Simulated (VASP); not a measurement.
# TiO2 (P4_2/mnm) in VASP: further runs, part 2 of 2

VASP 6.6.1.

## Step 5: Single point, PBE+U (strain -0.040 along x and y, -0.080 along z)

File INCAR:

```
SYSTEM = TiO2
PREC = Accurate
ENCUT = 520
EDIFF = 1E-6
ISMEAR = 0
SIGMA = 0.05
LREAL = .FALSE.
LASPH = .TRUE.
NELM = 150
ALGO = Normal
ISIF = 2
LWAVE = .FALSE.
LCHARG = .FALSE.
LMAXMIX = 4
LDAU = .TRUE.
LDAUTYPE = 2
LDAUL = 2 -1
LDAUU = 4 0
LDAUJ = 0 0
LDAUPRINT = 1
GGA = PE
NBANDS = 33
```

File KPOINTS:

```
Automatic mesh
0
G
  6 6 10
  0 0 0
```

File POSCAR:

```
TiO2
1.0
    4.4547671155      0.0000000000      0.0000000000
    0.0000000000      4.4547671155      0.0000000000
    0.0000000000      0.0000000000      2.7658729780
Ti O
2 4
Direct
    0.0000000000      0.0000000000      0.0000000000
    0.5000000000      0.5000000000      0.5000000000
    0.3056475955      0.3056475955      0.0000000000
    0.1943524045      0.8056475955      0.5000000000
    0.6943524045      0.6943524045      0.0000000000
    0.8056475955      0.1943524045      0.5000000000
```

Potentials or basis: VASP PAW PBE potentials, release 64 (Ti_sv, O).

On the command line:

```bash
$ cat potpaw_PBE.64/Ti_sv/POTCAR potpaw_PBE.64/O/POTCAR > POTCAR
$ mpirun -np 1 vasp_std > vasp.out
```

OUTCAR:

```text
SYSTEM = TiO2
   PREC = Accurate
   ENCUT = 520
   EDIFF = 1E-6
   ISMEAR = 0
   LREAL = .FALSE.
   LASPH = .TRUE.
   NELM = 150
   ISIF = 2
   GGA = PE

 ion  position               nearest neighbor table
   1  0.000  0.000  0.000-   4 1.85   6 1.85   4 1.85   6 1.85   5 1.93   3 1.93
   2  0.500  0.500  0.500-   3 1.85   5 1.85   3 1.85   5 1.85   4 1.93   6 1.93
   3  0.306  0.306  0.000-   2 1.85   2 1.85   1 1.93
   4  0.194  0.806  0.500-   1 1.85   1 1.85   2 1.93
   5  0.694  0.694  0.000-   2 1.85   2 1.85   1 1.93
   6  0.806  0.194  0.500-   1 1.85   1 1.85   2 1.93

  LATTYP: Found a simple tetragonal cell.
 ALAT       =     4.4547671155
 C/A-ratio  =     0.6208793650

  Lattice vectors:

 A1 = (   4.4547671155,   0.0000000000,   0.0000000000)
 A2 = (   0.0000000000,   4.4547671155,   0.0000000000)
 A3 = (   0.0000000000,   0.0000000000,   2.7658729780)

Analysis of symmetry for initial positions (statically):
=====================================================================
 Subroutine PRICEL returns:
 Original cell was already a primitive cell.

 Routine SETGRP: Setting up the symmetry group for a
 simple tetragonal supercell.

 Subroutine GETGRP returns: Found 16 space group operations
 (whereof  8 operations were pure point group operations)
 out of a pool of 16 trial point group operations.

The static configuration has the point symmetry D_2h.
 The point group associated with its full space group is D_4h.

Analysis of symmetry for dynamics (positions and initial velocities):
[... 221 lines left out ...]
  o =  0.1064  v = -0.5561  0.0000  0.8311  0.0000 -0.0000  0.0000  0.0000  0.0000  0.0000  0.0000      0.0000  0.0000  0.0000  0.0000  0.0000  0.0000  0.0000  0.0000  0.0000  0.0000
  o =  0.1112  v =  0.0000  0.7071  0.0000 -0.7071  0.0000  0.0000  0.0000  0.0000  0.0000  0.0000      0.0000  0.0000  0.0000  0.0000  0.0000  0.0000  0.0000  0.0000  0.0000  0.0000
  o =  0.1112  v =  0.0000  0.0000  0.0000  0.0000  0.0000  0.0000  0.7071  0.0000 -0.7071  0.0000      0.0000  0.0000  0.0000  0.0000  0.0000  0.0000  0.0000  0.0000  0.0000  0.0000
  o =  0.2679  v = -0.8311 -0.0000 -0.5561  0.0000  0.0000  0.0000  0.0000  0.0000  0.0000  0.0000      0.0000  0.0000  0.0000  0.0000  0.0000  0.0000  0.0000  0.0000  0.0000  0.0000
  o =  0.2679  v =  0.0000  0.0000  0.0000  0.0000  0.0000 -0.8311 -0.0000 -0.5561  0.0000  0.0000      0.0000  0.0000  0.0000  0.0000  0.0000  0.0000  0.0000  0.0000  0.0000  0.0000
  o =  0.3198  v =  0.0000  0.0000  0.0000  0.0000  0.0000  0.0000  0.7071  0.0000  0.7071  0.0000      0.0000  0.0000  0.0000  0.0000  0.0000  0.0000  0.0000  0.0000  0.0000  0.0000
  o =  0.3198  v =  0.0000  0.7071  0.0000  0.7071  0.0000  0.0000  0.0000  0.0000  0.0000  0.0000      0.0000  0.0000  0.0000  0.0000  0.0000  0.0000  0.0000  0.0000  0.0000  0.0000

 number of electron      47.9999975 magnetization

 Free energy of the ion-electron system (eV)
  ---------------------------------------------------
  ext. energy  EPLUGINS =         0.00000000
  ---------------------------------------------------
  free energy    TOTEN  =       -46.48232699 eV

  energy without entropy =      -46.48232699  energy(sigma->0) =      -46.48232699

 E-fermi :   6.6209     XC(G=0): -12.1040

 val. band max:        6.3886857061   @ k =   0.0000   0.0000   0.0000
 cond. band min:       9.1942364281   @ k =   0.0000   0.0000   0.0000
 fundamental gap:      2.8055507219
 Fermi energy:         6.6209337063

 k-point     1 :       0.0000    0.0000    0.0000
  band No.  band energies     occupation
      1     -50.8328      2.00000
      2     -50.8027      2.00000
      3     -27.2514      2.00000
      4     -27.2514      2.00000
      5     -26.9779      2.00000
      6     -26.9779      2.00000
[... 853 lines left out ...]
     32      12.8953      0.00000
     33      14.2106      0.00000

 [... further k-points ...]
[... 5 lines left out ...]
  --------------------------------------------------------------------------------------
  -------------------------------------------------------------------------------------
  Total       17.4844631     17.4844631     28.9003881     -0.0000000      0.0000000      0.0000000
  in kB      510.3647172    510.3647172    843.5911520     -0.0000000      0.0000000      0.0000000
  external PRESSURE =     621.4401955 kB  Pullay stress =       0.0000000 kB

 VOLUME and BASIS-vectors are now :
 -----------------------------------------------------------------------------
  energy-cutoff  :      520.00
  volume of cell :       54.89
      direct lattice vectors                 reciprocal lattice vectors
     4.454767116  0.000000000  0.000000000     0.224478626  0.000000000  0.000000000
     0.000000000  4.454767116  0.000000000     0.000000000  0.224478626  0.000000000
     0.000000000  0.000000000  2.765872978     0.000000000  0.000000000  0.361549503

 POSITION                                       TOTAL-FORCE (eV/Angst)
 -----------------------------------------------------------------------------------
      0.00000      0.00000      0.00000         0.000000      0.000000     -0.000000
      2.22738      2.22738      1.38294         0.000000      0.000000     -0.000000
      1.36159      1.36159      0.00000        -1.141385     -1.141385      0.000000
      0.86579      3.58897      1.38294         1.141385     -1.141385      0.000000
      3.09318      3.09318      0.00000         1.141385      1.141385     -0.000000
      3.58897      0.86579      1.38294        -1.141385      1.141385     -0.000000
 -----------------------------------------------------------------------------------
    total drift:                                0.000000      0.000000      0.000000

  FREE ENERGIE OF THE ION-ELECTRON SYSTEM (eV)
  ---------------------------------------------------
  free  energy   TOTEN  =       -46.4823269877 eV

  energy  without entropy=      -46.4823269877  energy(sigma->0) =      -46.48232699
```

stdout:

```text
POSCAR found type information on POSCAR TiO
 POSCAR found :  2 types and       6 ions
 scaLAPACK will be used
 LDA part: xc-table for (Slater+PW92), standard interpolation
 POSCAR, INCAR and KPOINTS ok, starting setup
 FFT: planning ... GRIDC
 FFT: planning ... GRID_SOFT
 FFT: planning ... GRID
 WAVECAR not read
 entering main loop
```

Run time: 1.9 min. Hardware: 1 thread of Intel Xeon Platinum 8488C (Sapphire Rapids), shared host; peak memory 0.22 GiB.

What came out:

```
Free energy            : -46.4823 eV
Pressure               : 62.1 GPa
Largest force          : 1.614 eV/Å
Band gap on the k mesh : 2.81 eV, direct
```

Forces on the atoms (eV/Å):
```
Ti   0.000  0.000  0.000
Ti   0.000  0.000  0.000
O   -1.141 -1.141  0.000
O    1.141 -1.141  0.000
O    1.141  1.141  0.000
O   -1.141  1.141  0.000
```

Levels at points of the mesh, in eV from the valence-band top:
| k point | band 22 | band 23 | band 24 | band 25 | band 26 | band 27 |
| --- | --- | --- | --- | --- | --- | --- |
| (0.00, 0.00, 0.00) | -0.48 | -0.48 | 0.00 | 2.81 | 3.06 | 3.74 |
| (0.50, 0.00, 0.00) | -1.45 | -0.85 | -0.85 | 3.61 | 3.61 | 4.38 |
| (0.50, 0.50, 0.00) | -1.15 | -1.12 | -1.12 | 2.81 | 2.81 | 3.81 |
| (0.00, 0.00, 0.50) | -2.61 | -1.52 | -1.52 | 4.13 | 4.13 | 4.83 |
| (0.50, 0.00, 0.50) | -2.23 | -1.19 | -1.19 | 2.89 | 2.89 | 4.87 |
| (0.50, 0.50, 0.50) | -1.37 | -0.69 | -0.69 | 3.68 | 3.68 | 4.36 |

Eigenvalues of the final occupation matrices:
```csv
site,spin,trace,eigenvalues
site 1 d,1,0.91,0.10 0.11 0.11 0.27 0.32
site 1 d,2,0.91,0.10 0.11 0.11 0.27 0.32
site 2 d,1,0.91,0.10 0.11 0.11 0.27 0.32
site 2 d,2,0.91,0.10 0.11 0.11 0.27 0.32
```

Caveat: the cell differs from its parent crystal (strain -0.040 along x and y, -0.080 along z); forces of over 1 eV/Å act on the atoms, so gaps and moduli don't describe the material at rest. A k mesh can miss the band edges.

## Step 6: The runs side by side

| cell | gap on the mesh (eV) | pressure (GPa) | largest force (eV/Å) |
| --- | --- | --- | --- |
| a = 4.269, b = 4.269, c = 2.766 Å, 6 atoms | 2.97 | 102.3 | 1.78 |
| a = 4.269, b = 4.269, c = 2.886 Å, 6 atoms | 2.84 | 76.1 | 0.82 |
| a = 4.269, b = 4.269, c = 3.006 Å, 6 atoms | 2.75 | 55.2 | 0.16 |
| a = 4.455, b = 4.455, c = 2.766 Å, 6 atoms | 2.81 | 62.1 | 1.61 |

Alike in all rows: task single point; level PBE+U; potentials or basis VASP PAW PBE potentials, release 64 (Ti_sv, O); no spin polarisation; Ti d U = 4.0 eV; k mesh 6 × 6 × 10; cutoff (eV) 520; smearing gaussian 0.05 eV.

Caveats: forces of over 1 eV/Å act on the atoms, so gaps and moduli don't describe the material at rest (some runs).

Absolute energies hang on the potentials; compare differences alone.
